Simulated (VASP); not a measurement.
Input of a VASP 6.6.1 run:

The input INCAR:

```
SYSTEM = As
  ALGO = Normal
  EDIFF = 1E-6
  ENCUT = 520
  GGA = PE
  ISIF = 2
  ISMEAR = -1
  LASPH = .True.
  LCHARG = .False.
  LREAL = .False.
  LWAVE = .False.
  NBANDS = 12
  NELM = 100
  PREC = Accurate
  SIGMA = 0.1
```

The input KPOINTS:

```
k-points
0
Gamma
  15 15 15
  0 0 0
```

The input POSCAR:

```
As
1.0
    0.0000000000      2.1460066009      2.1460066009
    2.1460066009      0.0000000000      2.1460066009
    2.1460066009      2.1460066009      0.0000000000
As
2
Direct
   -0.1250000000     -0.1250000000     -0.1250000000
    0.1250000000      0.1250000000      0.1250000000
```

Potentials or basis: VASP PAW PBE potentials, release 64 (As).

Command:

```console
$ cat potpaw_PBE.64/As/POTCAR > POTCAR
$ mpirun -np 1 vasp_std > vasp.out
```

Predict the pressure.

424.9 GPa.

Predict the band gap on the k mesh.

zero (band 5 reaches 18.64 eV, above the bottom of band 6 at 13.69 eV).
